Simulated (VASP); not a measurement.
# BN (F-43m) in VASP: notebook, part 3 of 3

VASP 6.6.1.

## (5) Vibrations by perturbation theory, PBEsol (5.98 Å³/atom)

This run uses another cell than the first one, of 5.98 Å³/atom.

Contents of INCAR:

```
SYSTEM = BN
PREC = Accurate
ENCUT = 520
EDIFF = 1E-8
ISMEAR = 0
SIGMA = 0.01
LREAL = .FALSE.
LASPH = .TRUE.
NELM = 60
ALGO = Normal
ISIF = 2
LWAVE = .FALSE.
LCHARG = .FALSE.
GGA = PS
NBANDS = 11
IBRION = 8
NSW = 1
LEPSILON = .TRUE.
```

Contents of KPOINTS:

```
regular mesh
0
G
  12 12 12
  0 0 0
```

Contents of POSCAR:

```
BN
1.0
    0.0000000000      1.8147851843      1.8147851843
    1.8147851843      0.0000000000      1.8147851843
    1.8147851843      1.8147851843      0.0000000000
B N
1 1
Direct
    0.0000000000      0.0000000000      0.0000000000
    0.7500000000      0.7500000000      0.7500000000
```

Potentials or basis: VASP PAW PBE potentials, release 64 (B, N).

Started as:

```console
> cat potpaw_PBE.64/B/POTCAR potpaw_PBE.64/N/POTCAR > POTCAR
> mpirun -np 1 vasp_std > vasp.out
```

OUTCAR:

```text
SYSTEM = BN
   PREC = Accurate
   ENCUT = 520
   EDIFF = 1E-8
   ISMEAR = 0
   LREAL = .FALSE.
   LASPH = .TRUE.
   NELM = 60
   ISIF = 2
   GGA = PS
   IBRION = 8
   NSW = 1
   LEPSILON = .TRUE.

 ion  position               nearest neighbor table
   1  0.000  0.000  0.000-   2 1.57   2 1.57   2 1.57   2 1.57
   2  0.750  0.750  0.750-   1 1.57   1 1.57   1 1.57   1 1.57

  LATTYP: Found a face centered cubic cell.
 ALAT       =     3.6295703686

  Lattice vectors:

 A1 = (   0.0000000000,   1.8147851843,   1.8147851843)
 A2 = (   1.8147851843,   0.0000000000,   1.8147851843)
 A3 = (   1.8147851843,   1.8147851843,   0.0000000000)

Analysis of symmetry for initial positions (statically):
=====================================================================
 Subroutine PRICEL returns:
 Original cell was already a primitive cell.

 Routine SETGRP: Setting up the symmetry group for a
 face centered cubic supercell.

 Subroutine GETGRP returns: Found 24 space group operations
 (whereof 24 operations were pure point group operations)
 out of a pool of 48 trial point group operations.

The static configuration has the point symmetry T_d .

Analysis of symmetry for dynamics (positions and initial velocities):
=====================================================================
 Subroutine PRICEL returns:
 Original cell was already a primitive cell.

 Routine SETGRP: Setting up the symmetry group for a
 face centered cubic supercell.

 Subroutine GETGRP returns: Found 24 space group operations
 (whereof 24 operations were pure point group operations)
 out of a pool of 48 trial point group operations.

The dynamic configuration has the point symmetry T_d .

 Subroutine INISYM returns: Found 24 space group operations
 (whereof 24 operations are pure point group operations),
 and found     1 'primitive' translations

----------------------------------------------------------------------------------------

                                     Primitive cell

  volume of cell :      11.9538

  direct lattice vectors                    reciprocal lattice vectors
     0.000000000  1.814785184  1.814785184    -0.275514702  0.275514702  0.275514702
     1.814785184  0.000000000  1.814785184     0.275514702 -0.275514702  0.275514702
     1.814785184  1.814785184  0.000000000     0.275514702  0.275514702 -0.275514702

  length of vectors
     2.566493820  2.566493820  2.566493820     0.477205463  0.477205463  0.477205463

  position of ions in fractional coordinates (direct lattice)
     0.000000000  0.000000000  0.000000000
     0.750000000  0.750000000  0.750000000

[... 524 lines left out ...]
 -----------------------------------------------------------------------------
    -0.00045  1.03028  0.00000
     1.03028 -0.00045  0.00000
     0.00000  0.00000  0.00037

--------------------------------------- Ionic step        4  -------------------------------------------

------------------------ aborting loop because EDIFF is reached ----------------------------------------

[... ionic steps 5 to 6 ...]

--------------------------------------- Ionic step        7  -------------------------------------------

 Free energy of the ion-electron system (eV)
  ---------------------------------------------------
  ---------------------------------------------------
  free energy    TOTEN  =        -0.22918216 eV

  energy without entropy =       -0.22918216

------------------------ aborting loop because EDIFF is reached ----------------------------------------

 INTERNAL STRAIN TENSOR  FOR ION    2  DIRECTION 1   (eV/Angst):
 -----------------------------------------------------------------------------
     0.00798  0.00000  0.00000
     0.00000 -0.00291  1.61827
     0.00000  1.61827 -0.00291

 MACROSCOPIC STATIC DIELECTRIC TENSOR (including local field effects in DFT)
 ------------------------------------------------------
           4.650651    -0.000000    -0.000000
          -0.000000     4.650651    -0.000000
          -0.000000     0.000000     4.650651
 ------------------------------------------------------

 PIEZOELECTRIC TENSOR (including local field effects)  for field in x, y, z        (e  Angst)
          XX          YY          ZZ          XY          YZ          ZX
  --------------------------------------------------------------------------------
  x    -0.00000    -0.00000    -0.00000     0.00000     0.76910     0.00000
  y     0.00000     0.00000     0.00000     0.00000     0.00000     0.76910
  z     0.00000     0.00000     0.00000     0.76910     0.00000     0.00000

 PIEZOELECTRIC TENSOR (including local field effects)  for field in x, y, z        (C/m^2)
          XX          YY          ZZ          XY          YZ          ZX
  --------------------------------------------------------------------------------
  x    -0.00000    -0.00000    -0.00000     0.00000     1.03083     0.00000
  y     0.00000     0.00000     0.00000     0.00000     0.00000     1.03083
  z     0.00000     0.00000     0.00000     1.03083     0.00000     0.00000

 BORN EFFECTIVE CHARGES (including local field effects) (in |e|, cummulative output)
 ---------------------------------------------------------------------------------
 ion    1
    1     1.90875    -0.00000     0.00000
    2    -0.00000     1.90875    -0.00000
    3     0.00000    -0.00000     1.90875
 ion    2
    1    -1.90875     0.00000     0.00000
    2     0.00000    -1.90875     0.00000
    3    -0.00000     0.00000    -1.90875

 INTERNAL STRAIN TENSOR FOR ION    2 for displacements in x,y,z  (eV/Angst):
          X           Y           Z          XY          YZ          ZX
  --------------------------------------------------------------------------------
  x     0.00000    -0.00000    -0.00000     0.00000     1.61827     0.00000
  y     0.00000     0.00000     0.00000     0.00000     0.00000     1.61827
  z    -0.00000    -0.00000     0.00000     1.61827     0.00000     0.00000

 SECOND DERIVATIVES (NOT SYMMETRIZED)
 ------------------------------------
               1X          1Y          1Z          2X          2Y          2Z
  1X   -23.557254    0.000000    0.000000   23.557254    0.000000    0.000000
  1Y     0.000000  -23.557254    0.000000    0.000000   23.557254    0.000000
  1Z     0.000000    0.000000  -23.557254    0.000000    0.000000   23.557254
  2X    23.555335    0.000000    0.000000  -23.555335    0.000000    0.000000
  2Y     0.000000   23.555335    0.000000    0.000000  -23.555335    0.000000
  2Z     0.000000    0.000000   23.555335    0.000000    0.000000  -23.555335

 Eigenvectors and eigenvalues of the dynamical matrix
 ----------------------------------------------------

   1 f  =   30.720181 THz   193.020593 2PiTHz 1024.714952 cm-1   127.048405 meV
             X         Y         Z           dx          dy          dz
      0.000000  0.000000  0.000000     0.751201   -0.000000    0.000000
      2.722178  2.722178  2.722178    -0.660073    0.000000    0.000000
[... 21 lines left out ...]
   6 f/i=    0.000620 THz     0.003897 2PiTHz    0.020691 cm-1     0.002565 meV
             X         Y         Z           dx          dy          dz
      0.000000  0.000000  0.000000     0.444357   -0.435931   -0.219561
      2.722178  2.722178  2.722178     0.505704   -0.496115   -0.249873

--------------------------------------------------------------------------------------------------------

 MACROSCOPIC STATIC DIELECTRIC TENSOR IONIC CONTRIBUTION
 ------------------------------------------------------
           2.341259    -0.000000    -0.000000
          -0.000000     2.341259    -0.000000
          -0.000000    -0.000000     2.341259
 ------------------------------------------------------

 ELASTIC MODULI CONTR FROM IONIC RELAXATION (kBar)
 Direction    XX          YY          ZZ          XY          YZ          ZX
 --------------------------------------------------------------------------------
 XX          -0.0000     -0.0000     -0.0000      0.0000      0.0000     -0.0000
 YY          -0.0000     -0.0000     -0.0000      0.0000      0.0000     -0.0000
 ZZ          -0.0000     -0.0000     -0.0000      0.0000      0.0000     -0.0000
 XY           0.0000      0.0000      0.0000    -13.4710      0.0000      0.0000
 YZ           0.0000      0.0000      0.0000      0.0000    -13.4710      0.0000
 ZX          -0.0000     -0.0000     -0.0000      0.0000      0.0000    -13.4710
 --------------------------------------------------------------------------------

 PIEZOELECTRIC TENSOR IONIC CONTR  for field in x, y, z        (C/m^2)
          XX          YY          ZZ          XY          YZ          ZX
  --------------------------------------------------------------------------------
  x     0.00000     0.00000     0.00000     0.00000    -0.16711     0.00000
  y    -0.00000    -0.00000    -0.00000     0.00000     0.00000    -0.16711
  z     0.00000     0.00000     0.00000    -0.16711     0.00000     0.00000
```

Run time: 1.8 min. Hardware: 1 thread of AMD EPYC 9R45 (Zen 5), shared host; peak memory 0.17 GiB.

Results:

```yaml
Electronic_dielectric_tensor_diagonal: 4.65
Born_charges_mean_of_the_diagonal: B +1.91; N -1.91 e
Highest_phonon_frequency_at_Γ_LO-TO_splitting_left_out: 1025 cm⁻¹
```

Phonon frequencies in cm⁻¹ (negative: imaginary):
```tsv
q point	frequencies
(0.000, 0.000, 0.000)	0 0 0 1025 1025 1025
```

Electronic dielectric tensor:
```
4.65 0.00 0.00
0.00 4.65 0.00
0.00 0.00 4.65
```

Born effective charge tensors (e):
atom 1, B
```
1.91 0.00 0.00
0.00 1.91 0.00
0.00 0.00 1.91
```
atom 2, N
```
-1.91  0.00  0.00
 0.00 -1.91  0.00
 0.00  0.00 -1.91
```

Caveat: the cell stands under pressure or tension, which shifts response properties; the PAW data sets were made with another functional, which shifts forces and pressure a little.
